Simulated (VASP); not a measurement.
Set up this calculation in VASP 6.6.1, as the native input.

```yaml
Task: single point
Functional: HSE06
Potentials_or_basis: VASP PAW PBE potentials, release 64 (Cl, Na_pv)
Cutoff: 520 eV
k_mesh: 4 × 4 × 4
Occupations: methfessel-paxton, width 0.05 eV
Spin: no spin polarisation
Dipole_correction: no
Grid_for_exact_exchange_PRECFOCK: Normal
Further_INCAR_settings: ALGO = Normal; EDIFF = 1e-07; NBANDS = 14
Screening_parameter: 0.2079 1/Å
```

The system is NaCl.

```
CELL_PARAMETERS angstrom
3.50219 0.00000 0.00000
0.00000 3.50219 0.00000
0.00000 0.00000 3.50219
ATOMIC_POSITIONS crystal
Cl 0.50000 0.50000 0.50000
Na 0.00000 0.00000 0.00000
```

The input as run:

POSCAR

```
NaCl
1.0
    3.5021900000      0.0000000000      0.0000000000
    0.0000000000      3.5021900000      0.0000000000
    0.0000000000      0.0000000000      3.5021900000
Cl Na
1 1
Direct
    0.5000000000      0.5000000000      0.5000000000
    0.0000000000      0.0000000000      0.0000000000
```

INCAR.step1

```
SYSTEM = NaCl
ALGO = Normal ; EDIFF = 1E-5
ENCUT = 520 ; GGA = PE
ISIF = 2 ; ISMEAR = 1
LASPH = .TRUE. ; LCHARG = .FALSE.
LREAL = .FALSE. ; LWAVE = .TRUE.
NBANDS = 14 ; NELM = 60
PREC = Accurate ; SIGMA = 0.05
```

INCAR.step2

```
SYSTEM = NaCl
ALGO = Normal ; EDIFF = 1E-7
ENCUT = 520 ; GGA = PE
HFSCREEN = 0.2079 ; ISIF = 2
ISMEAR = 1 ; ISTART = 1
LASPH = .TRUE. ; LCHARG = .FALSE.
LHFCALC = .TRUE. ; LREAL = .FALSE.
LWAVE = .FALSE. ; NBANDS = 14
NELM = 60 ; PREC = Accurate
PRECFOCK = Normal ; SIGMA = 0.05
```

KPOINTS

```
k-points
0
G
  4 4 4
  0 0 0
```

Potentials or basis: VASP PAW PBE potentials, release 64 (Cl, Na_pv).

Launch:

```console
$ cat potpaw_PBE.64/Cl/POTCAR potpaw_PBE.64/Na_pv/POTCAR > POTCAR
$ cp INCAR.step1 INCAR
$ mpirun -np 1 vasp_std > vasp.out
$ cp INCAR.step2 INCAR
$ mpirun -np 1 vasp_std > vasp.out
```

Results of the run:

```
Pressure               : -0.4 GPa
Band gap on the k mesh : 5.29 eV, indirect (least direct gap 5.82 eV)
```

Caveat: the k points lie up to 0.45 Å⁻¹ apart; the PAW data sets were made with another functional, which shifts forces and pressure a little.

Wall time 3.3 min on 1 thread of AMD EPYC 9R45 (Zen 5), on a shared host, peak memory 0.21 GiB.
